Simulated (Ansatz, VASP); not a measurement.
**One calculation of LiW6S, two programs**

The input INCAR:

```
SYSTEM = LiW6S
ALGO     = Normal         ! electronic algorithm
EDIFF    = 1E-6           ! SCF threshold, eV
EDIFFG   = -0.01          ! ionic threshold
ENCUT    = 600            ! plane-wave cutoff, eV
GGA      = PE             ! functional
IBRION   = 2              ! ionic algorithm
ISIF     = 3              ! what is computed and relaxed
ISMEAR   = 0              ! smearing method
LASPH    = .True.         ! aspherical terms in the spheres
LCHARG   = .False.        ! write CHGCAR
LREAL    = .False.        ! projectors in reciprocal space
LWAVE    = .False.        ! write WAVECAR
NELM     = 100            ! most SCF steps
NSW      = 100            ! ionic steps
PREC     = Accurate       ! precision mode
SIGMA    = 0.1            ! smearing width, eV
```

The input KPOINTS:

```
k-points
0
Gamma
  8 8 8
  0 0 0
```

Contents of POSCAR:

```
LiW6S
1.0
    0.0000000000      3.9519977082      3.9519977082
    3.9519977082      0.0000000000      3.9519977082
    3.9519977082      3.9519977082      0.0000000000
Li W S
1 6 1
Direct
    0.0000000000      0.0000000000      0.0000000000
    0.5000000000      0.0000000000      0.0000000000
    0.0000000000      0.5000000000      0.5000000000
    0.0000000000      0.5000000000      0.0000000000
    0.5000000000      0.0000000000      0.5000000000
    0.0000000000      0.0000000000      0.5000000000
    0.5000000000      0.5000000000      0.0000000000
    0.5000000000      0.5000000000      0.5000000000
```

Input for Ansatz:

```yaml
crystal:
  lattice:
    - [0.0, 3.9519977082, 3.9519977082]
    - [3.9519977082, 0.0, 3.9519977082]
    - [3.9519977082, 3.9519977082, 0.0]
  atoms:
    - { symbol: Li, position: [0.0, 0.0, 0.0] }
    - { symbol: W, position: [0.5, 0.0, 0.0] }
    - { symbol: W, position: [0.0, 0.5, 0.5] }
    - { symbol: W, position: [0.0, 0.5, 0.0] }
    - { symbol: W, position: [0.5, 0.0, 0.5] }
    - { symbol: W, position: [0.0, 0.0, 0.5] }
    - { symbol: W, position: [0.5, 0.5, 0.0] }
    - { symbol: S, position: [0.5, 0.5, 0.5] }
basis:
  ecutwfc: 420
kpoints:
  mp_grid: { grid: [8, 8, 8] }
hamiltonian:
  xc: pbe
scf:
  occupations: { method: gaussian, width: 0.1 }
output:
  forces: true
  stress: true
  eigenvalues: true
relax:
  adjacent_minimum: "off"
  f_tol: 0.01
  max_steps: 80
  cell: { stress_tol: 0.05 }
```

Change from the starting cell: species swapped into the MnCuPt6 type (Fm-3m, No. 225).

Alike in both runs: task relaxation of cell and atoms; functional PBE; k mesh 8 × 8 × 8; occupations gaussian, width 0.1 eV; no spin polarisation.

|  | VASP | Ansatz |
| --- | --- | --- |
| version | VASP 6.6.1 | Ansatz 0.2.0 |
| potentials or method | VASP PAW PBE potentials, release 64 (Li_sv, W_sv, S), cutoff 600 eV | scalar-relativistic, plane waves, PAW |
| valence electrons in the cell | 93 | 93 |

VASP gave:

* gap on the k mesh at the Fermi level, each at its own relaxed structure (eV): none
* relaxed volume (Å³/atom): 15.45
* relaxed cell length with the largest relative difference (Å): 5.591

Q: What did Ansatz give for the same quantities?

A: gap on the k mesh at the Fermi level, each at its own relaxed structure (eV): none; relaxed volume (Å³/atom): 15.42; relaxed cell length with the largest relative difference (Å): 5.587.

A gap of «none» marks a metal or a gap that the smearing closes.

Neither program's run includes spin-orbit coupling. Noted on VASP's run: the cutoff is short for stress, so the pressure is rough.
